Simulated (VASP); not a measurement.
# Sb3Pd (Pm-3m) in VASP: further runs

The runs below take Sb3Pd through single point, relaxation of cell and atoms, with PBE.

Program: VASP 6.6.1. These are calculated values, not measurements. Logs are shortened: lines on timing, memory, paths and dates and some standing lists are left out, and cuts for length are marked.

### Step 1. The cell of the first run

It takes space group Pm-3m (No. 221, cubic). The conventional cell has a = 4.573 Å, b = 4.573 Å, c = 4.573 Å, α = 90.00°, β = 90.00°, γ = 90.00°. Sb (site symmetry 4/mmm) has 8 Sb at 3.23 Å and 4 Pd at 3.23 Å within 4.3 Å. Within 4.3 Å of Pd (site symmetry m-3m) lie 12 Sb at 3.23 Å.

### Step 2. Single point, PBE

File INCAR:

```
  PREC = Accurate
  ENCUT = 520
  EDIFF = 1E-6
  ISMEAR = 0
  SIGMA = 0.1
  LREAL = F
  LASPH = T
  NELM = 60
  ALGO = Normal
  ISIF = 2
  LWAVE = F
  LCHARG = T
  GGA = PE
  LELF = T
  LVHAR = T
  NBANDS = 20
```

File KPOINTS:

```
regular mesh
0
Gamma
  4 4 4
```

File POSCAR:

```
Sb3Pd
1.0
    4.5729657797      0.0000000000      0.0000000000
    0.0000000000      4.5729657797      0.0000000000
    0.0000000000      0.0000000000      4.5729657797
Sb Pd
3 1
Direct
    0.0000000000      0.5000000000      0.5000000000
    0.5000000000      0.0000000000      0.5000000000
    0.5000000000      0.5000000000      0.0000000000
    0.0000000000      0.0000000000      0.0000000000
```

Potentials or basis: VASP PAW PBE potentials, release 64 (Sb, Pd).

On the command line:

```console
$ cat potpaw_PBE.64/Sb/POTCAR potpaw_PBE.64/Pd/POTCAR > POTCAR
$ mpirun -np 1 vasp_std > vasp.out
```

OUTCAR:

```text
PREC = Accurate
   ENCUT = 520
   EDIFF = 1E-6
   ISMEAR = 0
   LREAL = F
   LASPH = T
   NELM = 60
   ISIF = 2
   GGA = PE

 ion  position               nearest neighbor table
   1  0.000  0.500  0.500-   2 3.23   3 3.23   4 3.23   3 3.23   4 3.23   2 3.23   4 3.23   4 3.23
                             2 3.23   3 3.23   3 3.23   2 3.23
   2  0.500  0.000  0.500-   1 3.23   3 3.23   4 3.23   3 3.23   4 3.23   1 3.23   3 3.23   3 3.23
                             1 3.23   4 3.23   4 3.23   1 3.23
   3  0.500  0.500  0.000-   1 3.23   2 3.23   4 3.23   1 3.23   2 3.23   2 3.23   4 3.23   2 3.23
                             1 3.23   4 3.23   1 3.23   4 3.23
   4  0.000  0.000  0.000-   1 3.23   2 3.23   3 3.23   1 3.23   2 3.23   1 3.23   3 3.23   1 3.23
                             2 3.23   3 3.23   2 3.23   3 3.23

  LATTYP: Found a simple cubic cell.
 ALAT       =     4.5729657797

  Lattice vectors:

 A1 = (   4.5729657797,   0.0000000000,   0.0000000000)
 A2 = (   0.0000000000,   4.5729657797,   0.0000000000)
 A3 = (   0.0000000000,   0.0000000000,   4.5729657797)

Analysis of symmetry for initial positions (statically):
=====================================================================
 Subroutine PRICEL returns:
 Original cell was already a primitive cell.

 Routine SETGRP: Setting up the symmetry group for a
 simple cubic supercell.

 Subroutine GETGRP returns: Found 48 space group operations
 (whereof 48 operations were pure point group operations)
 out of a pool of 48 trial point group operations.

The static configuration has the point symmetry O_h .

Analysis of symmetry for dynamics (positions and initial velocities):
=====================================================================
 Subroutine PRICEL returns:
 Original cell was already a primitive cell.

 Routine SETGRP: Setting up the symmetry group for a
 simple cubic supercell.

 Subroutine GETGRP returns: Found 48 space group operations
 (whereof 48 operations were pure point group operations)
 out of a pool of 48 trial point group operations.

The dynamic configuration has the point symmetry O_h .

 Subroutine INISYM returns: Found 48 space group operations
 (whereof 48 operations are pure point group operations),
 and found     1 'primitive' translations

----------------------------------------------------------------------------------------

                                     Primitive cell

  volume of cell :      95.6299

  direct lattice vectors                    reciprocal lattice vectors
     4.572965780  0.000000000  0.000000000     0.218676467  0.000000000  0.000000000
     0.000000000  4.572965780  0.000000000     0.000000000  0.218676467  0.000000000
     0.000000000  0.000000000  4.572965780     0.000000000  0.000000000  0.218676467

  length of vectors
     4.572965780  4.572965780  4.572965780     0.218676467  0.218676467  0.218676467

  position of ions in fractional coordinates (direct lattice)
     0.000000000  0.500000000  0.500000000
     0.500000000  0.000000000  0.500000000
     0.500000000  0.500000000  0.000000000
     0.000000000  0.000000000  0.000000000

  ion indices of the primitive-cell ions
   primitive index   ion index
                 1           1
                 2           2
                 3           3
                 4           4

----------------------------------------------------------------------------------------

 KPOINTS: regular mesh

Automatic generation of k-mesh.
 Grid dimensions read from file:
 generate k-points for:    4    4    4

 Generating k-lattice:

  Cartesian coordinates                     Fractional coordinates (reciprocal lattice)
     0.054669117  0.000000000  0.000000000     0.250000000  0.000000000  0.000000000
     0.000000000  0.054669117  0.000000000     0.000000000  0.250000000  0.000000000
     0.000000000  0.000000000  0.054669117     0.000000000  0.000000000  0.250000000

  Length of vectors
     0.054669117  0.054669117  0.054669117

  Shift w.r.t. Gamma in fractional coordinates (k-lattice)
     0.000000000  0.000000000  0.000000000

 Subroutine IBZKPT returns following result:
 ===========================================

 Found     10 irreducible k-points:

 Following reciprocal coordinates:
            Coordinates               Weight
  0.000000  0.000000  0.000000      1.000000
  0.250000  0.000000  0.000000      6.000000
  0.500000  0.000000  0.000000      3.000000
  0.250000  0.250000  0.000000     12.000000
  0.500000  0.250000  0.000000     12.000000
  0.500000  0.500000  0.000000      3.000000
  0.250000  0.250000  0.250000      8.000000
  0.500000  0.250000  0.250000     12.000000
  0.500000  0.500000  0.250000      6.000000
  0.500000  0.500000  0.500000      1.000000
   k-points           NKPTS =     10   k-points in BZ     NKDIM =     10   number of bands    NBANDS=     20
   number of dos      NEDOS =    301   number of ions     NIONS =      4
   total plane-waves  NPLWV =  46656
   dimension x,y,z NGX =    36 NGY =   36 NGZ =   36
   dimension x,y,z NGXF=    72 NGYF=   72 NGZF=   72
   ions per type =               3   1
   NGX,Y,Z   is equivalent  to a cutoff of  13.09, 13.09, 13.09 a.u.
   NGXF,Y,Z  is equivalent  to a cutoff of  26.17, 26.17, 26.17 a.u.
 SYSTEM =  unknown system
   PREC   = accura    normal or accurate (medium, high low for compatibility)
   ISTART =      0    job   : 0-new  1-cont  2-samecut
   ICHARG =      2    charge: 1-file 2-atom 10-const
   ISPIN  =      1    spin polarized calculation?
   LNONCOLLINEAR =      F non collinear calculations
   LSORBIT =      F    spin-orbit coupling
   LASPH  =      T    aspherical Exc in radial PAW
   ENCUT  =  520.0 eV  38.22 Ry    6.18 a.u.   8.50  8.50  8.50*2*pi/ulx,y,z
   NELM   =     60;   NELMIN=  2; NELMDL= -5     # of ELM steps
   EDIFF  = 0.1E-05   stopping-criterion for ELM
   LREAL  =      F    real-space projection
[... 7 lines left out ...]
   TEBEG  =    0.0;   TEEND  =   0.0 temperature during run
   PSTRESS=    0.0 pullay stress
   NELECT =      25.0000    total number of electrons
   NUPDOWN=      -1.0000    fix difference up-down
   EMIN   =  10.00;   EMAX   =-10.00  energy-range for DOS
   EFERMI =   0.00;   METHOD = LEGACY
   ISMEAR =     0;   SIGMA  =   0.10  broadening in eV -4-tet -1-fermi 0-gaus
   EFERMI_NEDOS =   21; number of points for ismear=-14 and -15
   IALGO  =     38    algorithm
   IMIX   =      4    mixing-type and parameters
     AMIX     =   0.40;   BMIX     =  1.00
     AMIX_MAG =   1.60;   BMIX_MAG =  1.00
  volume/ion in A,a.u.               =      23.91       161.34
  Fermi-wavevector in a.u.,A,eV,Ry     =   1.046784  1.978134 14.908662  1.095756
  Thomas-Fermi vector in A             =   2.181636
   LORBIT       =      0    0 simple, 1 ext, 2 COOP (PROOUT), +10 PAW based schemes
   GGA     = PE    functional components
   LHFCALC =     F    Hartree Fock is set to
   AEXX    =    0.0000 exact exchange contribution
   IVDW    =     0    specifies the selected vdW correction
   LEPSILON=     F    determine dielectric tensor
   LRPA    =     F    only Hartree local field effects (RPA)
 non-spin polarized calculation
 Gauss-broadening in eV      SIGMA  =   0.10
  energy-cutoff  :      520.00
  volume of cell :       95.63
 maximum number of plane-waves:      2612
 NGX is ok and might be reduce to    36
   NGX = 17   NGY = 17   NGZ = 17

 number of electron      24.9999993 magnetization

 Free energy of the ion-electron system (eV)
  ---------------------------------------------------
  ext. energy  EPLUGINS =         0.00000000
  ---------------------------------------------------
  free energy    TOTEN  =       -16.99115207 eV

  energy without entropy =      -16.96663129  energy(sigma->0) =      -16.97889168

 E-fermi :   9.1630     XC(G=0): -10.6890

 val. band max:        9.0901624558   @ k =   0.2500   0.0000   0.0000
 cond. band min:       9.1938582678   @ k =   0.5000   0.5000   0.2500
 fundamental gap:      0.1036958120
 Fermi energy:         9.1629801058

 k-point     1 :       0.0000    0.0000    0.0000
  band No.  band energies     occupation
      1      -4.0381      2.00000
      2       1.4309      2.00000
      3       1.4309      2.00000
      4       4.3431      2.00000
      5       4.3431      2.00000
      6       4.3431      2.00000
[... 12 lines left out ...]
     19      15.1851      0.00000
     20      15.1851      0.00000

 k-point     2 :       0.2500    0.0000    0.0000
  band No.  band energies     occupation
      1      -3.6275      2.00000
      2      -0.1005      2.00000
      3       1.6309      2.00000
      4       4.5277      2.00000
      5       4.5277      2.00000
      6       5.4693      2.00000
[... 12 lines left out ...]
     19      15.2088      0.00000
     20      15.5465      0.00000

 k-point     3 :       0.5000    0.0000    0.0000
  band No.  band energies     occupation
      1      -2.8192      2.00000
      2      -1.6010      2.00000
      3       1.8780      2.00000
      4       4.6972      2.00000
      5       4.6972      2.00000
      6       5.3791      2.00000
[... 12 lines left out ...]
     19      14.0033      0.00000
     20      15.2364      0.00000

 k-point     4 :       0.2500    0.2500    0.0000
  band No.  band energies     occupation
      1      -3.2215      2.00000
      2      -0.1403      2.00000
      3       0.5752      2.00000
      4       4.5676      2.00000
      5       4.7799      2.00000
      6       5.2194      2.00000
[... 12 lines left out ...]
     19      14.8021      0.00000
     20      15.1780      0.00000

 k-point     5 :       0.5000    0.2500    0.0000
  band No.  band energies     occupation
      1      -2.4097      2.00000
      2      -1.3230      2.00000
      3       0.6140      2.00000
      4       4.1569      2.00000
      5       5.0344      2.00000
      6       5.5849      2.00000
[... 12 lines left out ...]
     19      13.8326      0.00000
     20      14.9837      0.00000

 k-point     6 :       0.5000    0.5000    0.0000
  band No.  band energies     occupation
      1      -1.4126      2.00000
      2      -0.9614      2.00000
      3      -0.9614      2.00000
      4       2.9989      2.00000
      5       5.5230      2.00000
      6       5.5230      2.00000
[... 12 lines left out ...]
     19      13.8021      0.00000
     20      16.0868      0.00000

 k-point     7 :       0.2500    0.2500    0.2500
  band No.  band energies     occupation
      1      -2.8226      2.00000
      2       0.0558      2.00000
      3       0.0558      2.00000
      4       3.1852      2.00000
      5       5.1939      2.00000
      6       5.1939      2.00000
[... 12 lines left out ...]
     19      12.6134      0.00000
     20      15.9996      0.00000

 k-point     8 :       0.5000    0.2500    0.2500
  band No.  band energies     occupation
      1      -2.0155      2.00000
      2      -1.0767      2.00000
      3       0.2917      2.00000
      4       3.7080      2.00000
      5       4.3048      2.00000
      6       4.4850      2.00000
[... 12 lines left out ...]
     19      15.3218      0.00000
     20      15.5448      0.00000

 k-point     9 :       0.5000    0.5000    0.2500
  band No.  band energies     occupation
      1      -1.0617      2.00000
      2      -0.7671      2.00000
      3      -0.7671      2.00000
      4       3.3703      2.00000
      5       3.6897      2.00000
      6       4.6853      2.00000
[... 12 lines left out ...]
     19      16.4078      0.00000
     20      16.7030      0.00000

 k-point    10 :       0.5000    0.5000    0.5000
  band No.  band energies     occupation
      1      -0.5343      2.00000
      2      -0.5343      2.00000
      3      -0.5343      2.00000
      4       2.2627      2.00000
      5       3.8907      2.00000
      6       3.8907      2.00000
[... 12 lines left out ...]
     19      18.1624      0.00000
     20      18.1624      0.00000

------------------------ aborting loop because EDIFF is reached ----------------------------------------

  FORCE on cell =-STRESS in cart. coord.  units (eV):
  Direction    XX          YY          ZZ          XY          YZ          ZX
  --------------------------------------------------------------------------------------
  -------------------------------------------------------------------------------------
  Total       -0.0945833     -0.0945833     -0.0945833      0.0000000     -0.0000000      0.0000000
  in kB       -1.5846426     -1.5846426     -1.5846426      0.0000000     -0.0000000      0.0000000
  external PRESSURE =      -1.5846426 kB  Pullay stress =       0.0000000 kB

 VOLUME and BASIS-vectors are now :
 -----------------------------------------------------------------------------
  energy-cutoff  :      520.00
  volume of cell :       95.63
      direct lattice vectors                 reciprocal lattice vectors
     4.572965780  0.000000000  0.000000000     0.218676467  0.000000000  0.000000000
     0.000000000  4.572965780  0.000000000     0.000000000  0.218676467  0.000000000
     0.000000000  0.000000000  4.572965780     0.000000000  0.000000000  0.218676467

 POSITION                                       TOTAL-FORCE (eV/Angst)
 -----------------------------------------------------------------------------------
      0.00000      2.28648      2.28648         0.000000      0.000000      0.000000
      2.28648      0.00000      2.28648         0.000000      0.000000      0.000000
      2.28648      2.28648      0.00000         0.000000      0.000000      0.000000
      0.00000      0.00000      0.00000         0.000000      0.000000      0.000000
 -----------------------------------------------------------------------------------
    total drift:                               -0.000000     -0.000000     -0.000000

  FREE ENERGIE OF THE ION-ELECTRON SYSTEM (eV)
  ---------------------------------------------------
  free  energy   TOTEN  =       -16.9911520738 eV

  energy  without entropy=      -16.9666312888  energy(sigma->0) =      -16.97889168
```

It took 9.8 s on 1 thread of Intel Xeon 6975P-C (Granite Rapids), shared host; peak memory 0.2 GiB.

What came out:

- Free energy: -16.9912 eV
- Pressure: -0.2 GPa
- Band gap on the k mesh: zero (an odd number of electrons rules out a gap without spin polarisation)

Levels at points of the mesh, in eV from the Fermi level:
```tsv
k point	band 9	band 10	band 11	band 12	band 13	band 14	band 15	band 16
(0.00, 0.00, 0.00)	-2.74	-2.40	-2.40	-0.60	0.54	0.54	0.54	2.68
(0.50, 0.00, 0.00)	-1.93	-1.93	-1.80	-1.58	-1.58	-1.07	0.52	2.83
(0.50, 0.50, 0.00)	-2.44	-2.12	-1.90	-1.12	-1.12	0.23	0.23	3.17
(0.50, 0.50, 0.50)	-2.48	-2.21	-2.21	-2.21	-1.37	3.94	3.94	4.38
```

Caveat: spin-orbit coupling is left out, which moves the levels of the heavy elements.

### Step 3. Single point, PBE

This run uses another cell than the first one, of 24.03 Å³/atom.

File INCAR:

```
ALGO = Normal
EDIFF = 1E-6
ENCUT = 520
GGA = PE
ISIF = 2
ISMEAR = 0
LASPH = T
LCHARG = F
LREAL = F
LWAVE = F
NBANDS = 20
NELM = 80
PREC = Accurate
SIGMA = 0.1
```

File KPOINTS:

```
k-points
0
Gamma
  10 10 10
```

File POSCAR:

```
Sb3Pd
1.0
    4.5810440548      0.0000000000      0.0000000000
    0.0000000000      4.5810440548      0.0000000000
    0.0000000000      0.0000000000      4.5810440548
Sb Pd
3 1
Direct
    0.0000000000      0.5000000000      0.5000000000
    0.5000000000      0.0000000000      0.5000000000
    0.5000000000      0.5000000000      0.0000000000
    0.0000000000      0.0000000000      0.0000000000
```

Potentials or basis: VASP PAW PBE potentials, release 64 (Sb, Pd).

On the command line:

```console
$ cat potpaw_PBE.64/Sb/POTCAR potpaw_PBE.64/Pd/POTCAR > POTCAR
$ mpirun -np 1 vasp_std > vasp.out
```

Wall time 32 s (1 thread of Intel Xeon 6975P-C (Granite Rapids), shared host); peak memory 0.27 GiB.

It converged, with:

```
Free energy            : -17.0068 eV
Pressure               : -0.1 GPa
Band gap on the k mesh : zero (an odd number of electrons rules out a gap without spin polarisation)
```

Levels at points of the mesh, in eV from the Fermi level:
```
           k point  band 11  band 12  band 13  band 14  band 15  band 16
(0.00, 0.00, 0.00)    -2.11    -0.30     0.79     0.79     0.79     2.96
(0.50, 0.00, 0.00)    -1.54    -1.27    -1.27    -0.75     0.79     3.10
(0.50, 0.50, 0.00)    -1.58    -0.87    -0.87     0.51     0.51     3.43
(0.50, 0.50, 0.50)    -1.92    -1.92    -1.12     4.23     4.23     4.60
```

Caveat: spin-orbit coupling is left out, which moves the levels of the heavy elements.

### Step 4. Relaxation of cell and atoms, PBE

File INCAR:

```
SYSTEM = Sb3Pd
  ALGO = Normal
  EDIFF = 1E-6
  EDIFFG = -0.01
  ENCUT = 600
  GGA = PE
  IBRION = 2
  ISIF = 3
  ISMEAR = 0
  LASPH = .True.
  LCHARG = .False.
  LREAL = .False.
  LWAVE = .False.
  NELM = 80
  NSW = 100
  PREC = Accurate
  SIGMA = 0.1
```

File KPOINTS:

```
k-points
0
Gamma
  10 10 10
  0 0 0
```

File POSCAR:

```
Sb3Pd
1.0
    4.5729657797      0.0000000000      0.0000000000
    0.0000000000      4.5729657797      0.0000000000
    0.0000000000      0.0000000000      4.5729657797
Sb Pd
3 1
Direct
    0.0000000000      0.5000000000      0.5000000000
    0.5000000000      0.0000000000      0.5000000000
    0.5000000000      0.5000000000      0.0000000000
    0.0000000000      0.0000000000      0.0000000000
```

On the command line:

```console
$ cat potpaw_PBE.64/Sb/POTCAR potpaw_PBE.64/Pd/POTCAR > POTCAR
$ mpirun -np 1 vasp_std > vasp.out
```

It took 80 s on 1 thread of Intel Xeon 6975P-C (Granite Rapids), shared host; peak memory 0.32 GiB.

The run converged. Its results:

| Quantity | Value |
| --- | --- |
| Free energy | -17.0066 eV |
| Relaxed volume | 23.99 Å³/atom |
| Relaxed cell | a = 4.578 Å, b = 4.578 Å, c = 4.578 Å, α = 90.00°, β = 90.00°, γ = 90.00° |
| Space group after relaxing (to 0.1 Å) | Pm-3m (No. 221) |
| Energy gained by relaxing | 0.1 meV/atom |
| Ionic steps | 3 |
| Pressure after relaxing | 0.0 GPa |
| Band gap on the k mesh | zero (an odd number of electrons rules out a gap without spin polarisation) |

The path:
```
step  energy change (eV)  largest force (eV/Å)  pressure (GPa)  volume (Å³)
   1              0.0000                0.0000            0.27        95.63
   2             -0.0001                0.0000           -0.18        96.19
   3             -0.0003                0.0000            0.02        95.95
```

Final structure:
```
Sb Pd
1.0
     4.57814    0.00000    0.00000
     0.00000    4.57814    0.00000
     0.00000    0.00000    4.57814
Sb Pd
3 1
Direct
  0.00000 0.50000 0.50000
  0.50000 0.00000 0.50000
  0.50000 0.50000 0.00000
  0.00000 0.00000 0.00000
```

Levels at points of the mesh, in eV from the Fermi level:
```csv
k point,band 10,band 11,band 12,band 13,band 14,band 15,band 16
"(0.00, 0.00, 0.00)",-2.11,-2.11,-0.31,0.80,0.80,0.80,2.96
"(0.50, 0.00, 0.00)",-1.66,-1.54,-1.27,-1.27,-0.76,0.79,3.10
"(0.50, 0.50, 0.00)",-1.84,-1.58,-0.87,-0.87,0.51,0.51,3.42
"(0.50, 0.50, 0.50)",-1.92,-1.92,-1.92,-1.12,4.24,4.24,4.61
```

Caveat: spin-orbit coupling is left out, which moves the levels of the heavy elements.

### Step 5. Overview

```tsv
task	cell	k mesh	cutoff (eV)	gap on the mesh (eV)	pressure (GPa)
single point	a = 4.573 Å, 4 atoms	4 × 4 × 4	520	none	-0.2
single point	a = 4.581 Å, 4 atoms	10 × 10 × 10	520	none	-0.1
relaxation of cell and atoms	relaxed from a = 4.573 Å, 4 atoms	10 × 10 × 10	600	none	0.0
```

Alike in all rows: level PBE; potentials or basis VASP PAW PBE potentials, release 64 (Sb, Pd); no spin polarisation; smearing gaussian 0.1 eV.

Caveats: spin-orbit coupling is left out, which moves the levels of the heavy elements.

Total energies depend on the potentials used, so only differences within one code and one set of settings carry meaning.
